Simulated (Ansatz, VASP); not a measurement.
**Two plane-wave programs on BP**

```
B P
1.0
     0.00000    2.28035    2.26900
     2.26900    0.00000    2.26900
     2.26900    2.28035    0.00000
B P
1 1
Direct
  0.00000 0.00000 0.00000
  0.75000 0.75000 0.75000
```

Change from the starting cell: strain +0.0050 x Voigt [0, 1, 0, 0, 0, 0], atoms carried along.

Alike in both runs: task single point; functional PBEsol; k mesh 10 × 10 × 10; occupations gaussian, width 0.05 eV; no spin polarisation.

|  | VASP | Ansatz |
| --- | --- | --- |
| version | VASP 6.6.1 | Ansatz 0.2.0 |
| potentials or method | VASP PAW PBE potentials, release 64 (B, P), cutoff 520 eV | scalar-relativistic, plane waves, PAW |
| valence electrons in the cell | 8 | 8 |

|  | VASP | Ansatz | Ansatz less VASP |
| --- | --- | --- | --- |
| gap on the k mesh at the Fermi level (eV) | 1.10 | 1.10 | +0.004 |
| least direct gap on the mesh (eV) | 3.32 | 3.33 | +0.006 |
| pressure (GPa) | -2.7 | -2.8 | -0.10 |
| traceless stress, the component that is largest in VASP (GPa) | -0.88 | -0.88 | 0.000 |

VASP's potentials were made for PBE, not for PBEsol.
